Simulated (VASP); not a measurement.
# BaO3: single point with PBE

The system is BaO3.

```
Ba O
1.0
     2.98840   -3.26495    0.00000
     2.98840    3.26495    0.00000
     0.00000    0.00000    4.51948
Ba O
1 3
Direct
  0.00000 0.00000 0.50000
  0.50000 0.50000 0.35433
  0.50000 0.50000 0.64567
  0.00000 0.00000 0.00000
```

The cell was built from a structure type or drawn by symmetry, and may not be a known phase.

* Program: VASP 6.6.1
* Task: single point
* Functional: PBE
* Potentials or basis: VASP PAW PBE potentials, release 64 (Ba_sv, O)
* Cutoff: 520 eV
* k mesh: 10 × 10 × 10
* Occupations: gaussian, width 0.1 eV
* Spin: collinear spin, ferromagnetic start
* Starting moments: [0.0, 0.36, 0.36, 0.36] μB

| Property | Result |
| --- | --- |
| Pressure | 2.1 GPa |
| Largest force | 0.631 eV/Å |
| Net moment | 1.40 μB per cell |
| Site moments | Ba -0.01; O +0.53, +0.09 (each value once) μB |
| Valence electrons inside the program's atomic spheres | Ba 8.04; O 4.89, 4.91 (each value once) |

Forces in eV/Å, atoms in the order of the input:
```
Ba   0.000  0.000  0.000
O    0.000  0.000 -0.631
O    0.000  0.000  0.631
O    0.000  0.000  0.000
```

Stress tensor (GPa, compression positive):
```
 0.15  0.00  0.00
 0.00 -0.08  0.00
 0.00  0.00  6.32
```

Levels at points of the mesh, in eV from the Fermi level:
Spin up:
| k point | band 13 | band 14 | band 15 | band 16 | band 17 | band 18 |
| --- | --- | --- | --- | --- | --- | --- |
| (0.00, 0.00, 0.00) | -0.84 | -0.84 | 0.90 | 2.96 | 2.98 | 5.93 |
| (0.50, 0.00, 0.00) | -0.97 | -0.82 | 0.91 | 3.86 | 5.33 | 6.42 |
| (0.50, 0.50, 0.00) | -1.03 | -1.00 | 0.90 | 4.67 | 5.59 | 6.11 |
| (0.00, 0.00, 0.50) | -1.89 | -1.23 | -0.63 | 3.25 | 3.68 | 4.72 |
| (0.50, 0.00, 0.50) | -1.75 | -1.44 | -1.11 | 4.32 | 5.44 | 6.57 |
| (0.50, 0.50, 0.50) | -2.24 | -1.13 | -0.59 | 4.88 | 5.64 | 6.67 |
Spin down:
```csv
k point,band 9,band 10,band 11,band 12,band 13,band 14,band 15,band 16,band 17,band 18
"(0.00, 0.00, 0.00)",-5.43,-5.43,-0.67,-0.63,-0.11,0.32,0.97,2.97,3.07,5.94
"(0.50, 0.00, 0.00)",-5.93,-5.66,-0.84,-0.63,-0.03,0.30,0.99,4.03,5.37,6.46
"(0.50, 0.50, 0.00)",-5.40,-5.39,-0.87,-0.79,-0.27,0.10,0.98,4.74,5.76,6.21
"(0.00, 0.00, 0.50)",-5.39,-5.39,-2.76,-1.54,-1.39,0.14,0.28,3.27,3.75,5.07
"(0.50, 0.00, 0.50)",-5.87,-5.61,-2.74,-1.61,-1.27,-0.21,0.11,4.46,5.86,6.68
"(0.50, 0.50, 0.50)",-5.35,-5.34,-2.73,-1.91,-1.87,0.17,0.30,4.93,6.19,6.92
```

Wall time 15 min on 1 thread of Oxide Virtual Turin-like Processor (shared host), peak memory 0.64 GiB.

Caveat: spin-orbit coupling is left out, which moves the levels of the heavy elements.
